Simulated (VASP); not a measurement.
A run of VASP 6.6.1 is set up as follows.

The input INCAR:

```
SYSTEM = Al2Cu
PREC = Accurate ; ENCUT = 520
EDIFF = 1E-6 ; ISMEAR = 0
SIGMA = 0.1 ; LREAL = .FALSE.
LASPH = .TRUE. ; NELM = 100
ALGO = Fast ; ISIF = 2
LWAVE = .FALSE. ; LCHARG = .FALSE.
GGA = PE ; NBANDS = 26
```

The input KPOINTS:

```
Automatic mesh
0
G
  14 14 14
  0 0 0
```

Contents of POSCAR:

```
Al2Cu
1.0
   -3.0286546326      3.0286546326      2.4385010461
    3.0286546326     -3.0286546326      2.4385010461
    3.0286546326      3.0286546326     -2.4385010461
Al Cu
4 2
Direct
    0.6584377694      0.1584377694      0.8168755388
    0.1584377694      0.3415622306      0.5000000000
    0.3415622306      0.8415622306      0.1831244612
    0.8415622306      0.6584377694      0.5000000000
    0.2500000000      0.2500000000      0.0000000000
    0.7500000000      0.7500000000      0.0000000000
```

Potentials or basis: VASP PAW PBE potentials, release 64 (Al, Cu).

Run with:

```console
$ cat potpaw_PBE.64/Al/POTCAR potpaw_PBE.64/Cu/POTCAR > POTCAR
$ mpirun -np 1 vasp_std > vasp.out
```

Problem. Estimate the band gap on the k mesh.

Solution. Zero (bands 17 and 18 overlap by 4.17 eV).

Problem. What does it give for the pressure?

Solution. 0.5 GPa.

Forces in eV/Å, atoms in the order of the input:
```
Al  -0.002 -0.002  0.000
Al   0.002 -0.002  0.000
Al   0.002  0.002  0.000
Al  -0.002  0.002  0.000
Cu   0.000  0.000  0.000
Cu   0.000  0.000  0.000
```
